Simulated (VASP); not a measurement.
Write the native input for VASP 6.6.1 that does the following.

```yaml
Task: single point
Functional: PBE
Potentials_or_basis: VASP PAW PBE potentials, release 64 (Sb, Pb_d, O)
Cutoff: 520 eV
k_mesh: 6 × 6 × 4
Occupations: gaussian, width 0.1 eV
Spin: no spin polarisation
Dipole_correction: no
Further_INCAR_settings: ALGO = Normal; EDIFF = 1e-06; NBANDS = 23
```

The structure of Sb2PbO lies in POSCAR:

```
Sb2PbO
1.0
    5.4341670800      0.0000000000      0.0000000000
   -2.7170835400      4.7061267400      0.0000000000
    0.0000000000      0.0000000000      4.4564279800
Sb Pb O
2 1 1
Direct
    0.3333333300      0.6666666700      0.5000000000
    0.6666666700      0.3333333300      0.5000000000
    0.0000000000      0.0000000000      0.0000000000
    0.0000000000      0.0000000000      0.5000000000
```

These files were run (other wordings do the same):

INCAR

```
SYSTEM = Sb2PbO
ALGO = Normal
EDIFF = 1E-6
ENCUT = 520
GGA = PE
ISIF = 2
ISMEAR = 0
LASPH = .TRUE.
LCHARG = .FALSE.
LREAL = .FALSE.
LWAVE = .FALSE.
NBANDS = 23
NELM = 80
PREC = Accurate
SIGMA = 0.1
```

KPOINTS

```
k-points
0
G
  6 6 4
  0 0 0
```

Potentials or basis: VASP PAW PBE potentials, release 64 (Sb, Pb_d, O).

The run is started by

```sh
$ cat potpaw_PBE.64/Sb/POTCAR potpaw_PBE.64/Pb_d/POTCAR potpaw_PBE.64/O/POTCAR > POTCAR
$ mpirun -np 1 vasp_std > vasp.out
```

It gave:

| Quantity | Value |
| --- | --- |
| Pressure | -2.2 GPa |
| Band gap on the k mesh | zero (band 15 reaches 5.53 eV, above the bottom of band 16 at 5.01 eV) |

Caveat: spin-orbit coupling is left out, which moves the levels of the heavy elements.

Run time: 33 s on 1 thread of Intel(R) Xeon(R) 6975P-C (Granite Rapids), with other jobs on the host, peak memory 0.26 GiB.
